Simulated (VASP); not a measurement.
# Sc (P4/nmm) in VASP: relaxation of cell and atoms with PBE

Aim: the relaxation of cell and atoms of Sc with PBE.

Program: VASP 6.6.1. These are calculated values, not measurements. Logs are shortened: lines on timing, memory, paths and dates and some standing lists are left out, and cuts for length are marked.

### 1 The cell of the first run

Symmetry: P4/nmm, No. 129, tetragonal system. The conventional cell has a = 5.423 Å, b = 5.423 Å, c = 3.435 Å, α = 90.00°, β = 90.00°, γ = 90.00°. Sc (site symmetry -4m2) has 14 Sc at 3.15 to 3.83 Å within 4.1 Å. Sc (site symmetry 4mm) has 14 Sc at 3.15 to 3.84 Å within 4.1 Å.

### 2 Relaxation of cell and atoms, PBE

Input file INCAR:

```
PREC = Accurate
ENCUT = 600
EDIFF = 1E-6
ISMEAR = 0
SIGMA = 0.1
LREAL = F
LASPH = T
NELM = 100
ALGO = Normal
ISIF = 3
LWAVE = F
LCHARG = F
GGA = PE
IBRION = 2
NSW = 100
EDIFFG = -0.01
```

Input file KPOINTS:

```
regular mesh
0
Gamma
  8 8 12
```

Input file POSCAR:

```
Sc
1.0
    5.4226760000      0.0000000000      0.0000000000
    0.0000000000      5.4226760000      0.0000000000
    0.0000000000      0.0000000000      3.4352060000
Sc
4
Direct
    0.5000000000      0.5000000000      0.0000000000
    0.0000000000      0.0000000000      0.0000000000
    0.5000000000      0.0000000000      0.5326640000
    0.0000000000      0.5000000000      0.4673360000
```

Potentials or basis: VASP PAW PBE potentials, release 64 (Sc_sv).

Run with:

```bash
cat potpaw_PBE.64/Sc_sv/POTCAR > POTCAR
mpirun -np 1 vasp_std > vasp.out
```

OUTCAR:

```text
PREC = Accurate
   ENCUT = 600
   EDIFF = 1E-6
   ISMEAR = 0
   LREAL = F
   LASPH = T
   NELM = 100
   ISIF = 3
   GGA = PE
   IBRION = 2
   NSW = 100
   EDIFFG = -0.01

 ion  position               nearest neighbor table
   1  0.500  0.500  0.000-   3 3.15   4 3.15   3 3.15   4 3.15   3 3.27   3 3.27   4 3.27   4 3.27

   2  0.000  0.000  0.000-   3 3.15   4 3.15   4 3.15   3 3.15   3 3.27   4 3.27   3 3.27   4 3.27

   3  0.500  0.000  0.533-   1 3.15   2 3.15   1 3.15   2 3.15   1 3.27   1 3.27   2 3.27   2 3.27

   4  0.000  0.500  0.467-   1 3.15   2 3.15   2 3.15   1 3.15   2 3.27   1 3.27   1 3.27   2 3.27

  LATTYP: Found a simple tetragonal cell.
 ALAT       =     5.4226760000
 C/A-ratio  =     0.6334890744

  Lattice vectors:

 A1 = (   5.4226760000,   0.0000000000,   0.0000000000)
 A2 = (   0.0000000000,   5.4226760000,   0.0000000000)
 A3 = (   0.0000000000,   0.0000000000,   3.4352060000)

Analysis of symmetry for initial positions (statically):
=====================================================================
 Subroutine PRICEL returns:
 Original cell was already a primitive cell.

 Routine SETGRP: Setting up the symmetry group for a
 simple tetragonal supercell.

 Subroutine GETGRP returns: Found 16 space group operations
 (whereof  8 operations were pure point group operations)
 out of a pool of 16 trial point group operations.

The static configuration has the point symmetry D_2d.
 The point group associated with its full space group is D_4h.

Analysis of symmetry for dynamics (positions and initial velocities):
=====================================================================
 Subroutine PRICEL returns:
 Original cell was already a primitive cell.

 Routine SETGRP: Setting up the symmetry group for a
 simple tetragonal supercell.

 Subroutine GETGRP returns: Found 16 space group operations
 (whereof  8 operations were pure point group operations)
 out of a pool of 16 trial point group operations.

The dynamic configuration has the point symmetry D_2d.
 The point group associated with its full space group is D_4h.

 Subroutine INISYM returns: Found 16 space group operations
 (whereof  8 operations are pure point group operations),
 and found     1 'primitive' translations

----------------------------------------------------------------------------------------

                                     Primitive cell

  volume of cell :     101.0137

  direct lattice vectors                    reciprocal lattice vectors
     5.422676000  0.000000000  0.000000000     0.184410796  0.000000000  0.000000000
     0.000000000  5.422676000  0.000000000     0.000000000  0.184410796  0.000000000
     0.000000000  0.000000000  3.435206000     0.000000000  0.000000000  0.291103357

  length of vectors
     5.422676000  5.422676000  3.435206000     0.184410796  0.184410796  0.291103357

  position of ions in fractional coordinates (direct lattice)
     0.500000000  0.500000000  0.000000000
     0.000000000  0.000000000  0.000000000
     0.500000000  0.000000000  0.532664000
     0.000000000  0.500000000  0.467336000

  ion indices of the primitive-cell ions
   primitive index   ion index
                 1           1
                 2           2
                 3           3
                 4           4

----------------------------------------------------------------------------------------

 KPOINTS: regular mesh

Automatic generation of k-mesh.
 Grid dimensions read from file:
 generate k-points for:    8    8   12

 Generating k-lattice:

  Cartesian coordinates                     Fractional coordinates (reciprocal lattice)
     0.023051350  0.000000000  0.000000000     0.125000000  0.000000000  0.000000000
     0.000000000  0.023051350  0.000000000     0.000000000  0.125000000  0.000000000
     0.000000000  0.000000000  0.024258613     0.000000000  0.000000000  0.083333333

  Length of vectors
     0.023051350  0.023051350  0.024258613

  Shift w.r.t. Gamma in fractional coordinates (k-lattice)
     0.000000000  0.000000000  0.000000000

 Subroutine IBZKPT returns following result:
 ===========================================

 Found    105 irreducible k-points:

 Following reciprocal coordinates:
            Coordinates               Weight
  0.000000  0.000000  0.000000      1.000000
  0.125000  0.000000  0.000000      4.000000
  0.250000  0.000000  0.000000      4.000000
  0.375000  0.000000  0.000000      4.000000
  0.500000  0.000000  0.000000      2.000000
  0.125000  0.125000  0.000000      4.000000
[... 16 lines left out ...]
  0.375000  0.125000  0.083333     16.000000
  0.500000  0.125000  0.083333      8.000000
 [... further k-points ...]
   k-points           NKPTS =    105   k-points in BZ     NKDIM =    105   number of bands    NBANDS=     26
   number of dos      NEDOS =    301   number of ions     NIONS =      4
   total plane-waves  NPLWV =  64512
   dimension x,y,z NGX =    48 NGY =   48 NGZ =   28
   dimension x,y,z NGXF=    96 NGYF=   96 NGZF=   56
   ions per type =               4
   NGX,Y,Z   is equivalent  to a cutoff of  14.72, 14.72, 13.55 a.u.
   NGXF,Y,Z  is equivalent  to a cutoff of  29.43, 29.43, 27.10 a.u.
 SYSTEM =  unknown system
   PREC   = accura    normal or accurate (medium, high low for compatibility)
   ISTART =      0    job   : 0-new  1-cont  2-samecut
   ICHARG =      2    charge: 1-file 2-atom 10-const
   ISPIN  =      1    spin polarized calculation?
   LNONCOLLINEAR =      F non collinear calculations
   LSORBIT =      F    spin-orbit coupling
   LASPH  =      T    aspherical Exc in radial PAW
   ENCUT  =  600.0 eV  44.10 Ry    6.64 a.u.  10.83 10.83  6.86*2*pi/ulx,y,z
   NELM   =    100;   NELMIN=  2; NELMDL= -5     # of ELM steps
   EDIFF  = 0.1E-05   stopping-criterion for ELM
   LREAL  =      F    real-space projection
   EDIFFG = -.1E-01   stopping-criterion for IOM
   NSW    =    100    number of steps for IOM
   IBRION =      2    ionic relax: 0-MD 1-quasi-New 2-CG
   NFREE  =      1    steps in history (QN), initial steepest desc. (CG)
   ISIF   =      3    stress and relaxation
   ISYM   =      2    0-nonsym 1-usesym 2-fastsym
   POTIM  = 0.5000    time-step for ionic-motion
   TEBEG  =    0.0;   TEEND  =   0.0 temperature during run
   PSTRESS=    0.0 pullay stress
   NELECT =      44.0000    total number of electrons
   NUPDOWN=      -1.0000    fix difference up-down
   EMIN   =  10.00;   EMAX   =-10.00  energy-range for DOS
   EFERMI =   0.00;   METHOD = LEGACY
   ISMEAR =     0;   SIGMA  =   0.10  broadening in eV -4-tet -1-fermi 0-gaus
   EFERMI_NEDOS =   21; number of points for ismear=-14 and -15
   IALGO  =     38    algorithm
   IMIX   =      4    mixing-type and parameters
     AMIX     =   0.40;   BMIX     =  1.00
     AMIX_MAG =   1.60;   BMIX_MAG =  1.00
  volume/ion in A,a.u.               =      25.25       170.42
  Fermi-wavevector in a.u.,A,eV,Ry     =   1.240983  2.345117 20.953486  1.540038
  Thomas-Fermi vector in A             =   2.375400
   LORBIT       =      0    0 simple, 1 ext, 2 COOP (PROOUT), +10 PAW based schemes
   GGA     = PE    functional components
   LHFCALC =     F    Hartree Fock is set to
   AEXX    =    0.0000 exact exchange contribution
   IVDW    =     0    specifies the selected vdW correction
   LEPSILON=     F    determine dielectric tensor
   LRPA    =     F    only Hartree local field effects (RPA)
 conjugate gradient relaxation of ions
 non-spin polarized calculation
 Gauss-broadening in eV      SIGMA  =   0.10
  energy-cutoff  :      600.00
  volume of cell :      101.01
 maximum number of plane-waves:      3406
 NGX is ok and might be reduce to    48
   NGX = 21   NGY = 21   NGZ = 13

--------------------------------------- Ionic step        1  -------------------------------------------

 number of electron      44.0000007 magnetization

 Free energy of the ion-electron system (eV)
  ---------------------------------------------------
  ext. energy  EPLUGINS =         0.00000000
  ---------------------------------------------------
  free energy    TOTEN  =       -24.56304353 eV

  energy without entropy =      -24.51339333  energy(sigma->0) =      -24.53821843

------------------------ aborting loop because EDIFF is reached ----------------------------------------

  FORCE on cell =-STRESS in cart. coord.  units (eV):
  Direction    XX          YY          ZZ          XY          YZ          ZX
  --------------------------------------------------------------------------------------
  -------------------------------------------------------------------------------------
  Total       -0.6336039     -0.6336039     -0.2766601      0.0000000      0.0000000      0.0000000
  in kB      -10.0495894    -10.0495894     -4.3881056      0.0000000      0.0000000      0.0000000
  external PRESSURE =      -8.1624282 kB  Pullay stress =       0.0000000 kB
[... 95 lines left out ...]
  FREE ENERGIE OF THE ION-ELECTRON SYSTEM (eV)
  ---------------------------------------------------
  free  energy   TOTEN  =       -24.5719509762 eV

  energy  without entropy=      -24.5217121161  energy(sigma->0) =      -24.54683155

[... ionic steps 4 to 10 ...]

--------------------------------------- Ionic step       11  -------------------------------------------

 number of electron      43.9999987 magnetization

------------------------ aborting loop because EDIFF is reached ----------------------------------------

  FORCE on cell =-STRESS in cart. coord.  units (eV):
  Direction    XX          YY          ZZ          XY          YZ          ZX
  --------------------------------------------------------------------------------------
  -------------------------------------------------------------------------------------
  Total       -0.0866384     -0.0866384     -0.0661427      0.0000000     -0.0000000      0.0000000
  in kB       -1.3901893     -1.3901893     -1.0613167      0.0000000     -0.0000000      0.0000000
  external PRESSURE =      -1.2805651 kB  Pullay stress =       0.0000000 kB
[... 61 lines left out ...]
  energy  without entropy=      -24.5519684826  energy(sigma->0) =      -24.57819716

--------------------------------------- Ionic step       13  -------------------------------------------

 number of electron      43.9999988 magnetization

 Free energy of the ion-electron system (eV)
  ---------------------------------------------------
  ext. energy  EPLUGINS =         0.00000000
  ---------------------------------------------------
  free energy    TOTEN  =       -24.60448573 eV

  energy without entropy =      -24.55200232  energy(sigma->0) =      -24.57824403

 E-fermi :   3.7272     XC(G=0):  -9.8392

 val. band max:        3.7254132585   @ k =   0.2500   0.2500   0.4167
 cond. band min:       3.7280683184   @ k =   0.3750   0.2500   0.0000
 fundamental gap:      0.0026550600
 Fermi energy:         3.7271724380

 k-point     1 :       0.0000    0.0000    0.0000
  band No.  band energies     occupation
      1     -45.8973      2.00000
      2     -45.8379      2.00000
      3     -45.8375      2.00000
      4     -45.7935      2.00000
      5     -24.6915      2.00000
      6     -24.6915      2.00000
[... 685 lines left out ...]
     25       4.6191      0.00000
     26       4.6191      0.00000

 [... further k-points ...]
[... 5 lines left out ...]
  --------------------------------------------------------------------------------------
  -------------------------------------------------------------------------------------
  Total       -0.0361890     -0.0361890     -0.0165653      0.0000000      0.0000000      0.0000000
  in kB       -0.5816518     -0.5816518     -0.2662477      0.0000000      0.0000000      0.0000000
  external PRESSURE =      -0.4765171 kB  Pullay stress =       0.0000000 kB
[... 19 lines left out ...]
  FREE ENERGIE OF THE ION-ELECTRON SYSTEM (eV)
  ---------------------------------------------------
  free  energy   TOTEN  =       -24.6044857329 eV

  energy  without entropy=      -24.5520023217  energy(sigma->0) =      -24.57824403

 reached required accuracy - stopping structural energy minimisation
```

Run time: 21 min. Hardware: 1 thread of AMD EPYC 9R45 (Zen 5), shared host; peak memory 0.4 GiB.

What came out:

```
Free energy                            : -24.6045 eV
Relaxed volume                         : 24.92 Å³/atom
Relaxed cell                           : a = 5.240 Å, b = 5.240 Å, c = 3.631 Å, α = 90.00°, β = 90.00°, γ = 90.00°
Space group after relaxing (to 0.05 Å) : I4/mmm (No. 139)
Energy gained by relaxing              : 10.4 meV/atom
Ionic steps                            : 13
Pressure after relaxing                : 0.0 GPa
Largest force after relaxing           : 0.006 eV/Å
Band gap on the k mesh                 : zero (band 22 reaches 4.27 eV, above the bottom of band 23 at 3.53 eV)
```

Forces on the atoms (eV/Å):
```
Sc   0.000  0.000  0.000
Sc   0.000  0.000  0.000
Sc   0.000  0.000  0.006
Sc   0.000  0.000 -0.006
```

The path:
```
step  energy change (eV)  largest force (eV/Å)  pressure (GPa)  volume (Å³)
   1              0.0000                0.1999           -0.82       101.01
   2             -0.0086                0.1771            0.15        99.14
   3             -0.0089                0.1728            0.36        98.74
   4             -0.0146                0.1562            0.34        98.85
   5             -0.0289                0.1011            0.21        99.16
   6             -0.0388                0.0616           -0.07        99.72
   7             -0.0394                0.0169           -0.01        99.60
   8             -0.0394                0.0277           -0.02        99.63
   9             -0.0401                0.0244            0.02        99.55
  10             -0.0411                0.0165            0.16        99.29
  11             -0.0413                0.0089           -0.13        99.85
  12             -0.0414                0.0121           -0.05        99.67
  13             -0.0414                0.0064           -0.05        99.68
```

Final structure:
```
Sc
1.0
     5.23963    0.00000    0.00000
     0.00000    5.23963    0.00000
     0.00000    0.00000    3.63097
Sc
4
Direct
  0.50000 0.50000 0.00000
  0.00000 0.00000 0.00000
  0.50000 0.00000 0.49927
  0.00000 0.50000 0.50073
```
